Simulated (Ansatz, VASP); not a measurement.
**One calculation of ScGa3Te, two programs**

```xyz
5
Lattice="5.3090 0.0000 0.0000 0.0000 5.3090 0.0000 0.0000 0.0000 5.3090" Properties=species:S:1:pos:R:3 pbc="T T T"
Sc    2.6545    2.6545    2.6545
Ga    0.0000    2.6545    2.6545
Ga    2.6545    0.0000    2.6545
Ga    2.6545    2.6545    0.0000
Te    0.0000    0.0000    0.0000
```

Change from the starting cell: species swapped into the Sc3TlB type (Pm-3m, No. 221).

Alike in both runs: task single point; functional PBE; k mesh 4 × 4 × 4; occupations gaussian, width 0.1 eV; collinear spin.

|  | VASP | Ansatz |
| --- | --- | --- |
| version | VASP 6.6.1 | Ansatz 0.2.0 |
| potentials or method | VASP PAW PBE potentials, release 64 (Sc_sv, Ga_d, Te), cutoff 520 eV | scalar-relativistic, plane waves, PAW |
| valence electrons in the cell | 56 | 66 |

|  | VASP | Ansatz | Ansatz less VASP |
| --- | --- | --- | --- |
| gap on the k mesh at the Fermi level (eV) | none | none | - |
| pressure (GPa) | 0.6 | 0.6 | -0.05 |
| net moment per atom (μB) | 0.33 | 0.33 | 0.000 |
| size of the moment on the site where the two differ most (μB) | 0.64 | 0.52 | -0.117 |

Site moments also hang on the region over which each program counts them. A gap of «none» marks a metal or a gap that the smearing closes. The functional is the same, so the differences come from potentials, cutoffs and numerics. VASP's potentials hold 56 valence electrons a cell and Ansatz's 66, so a difference there can come from the potentials and not from the codes.

Neither program's run includes spin-orbit coupling.
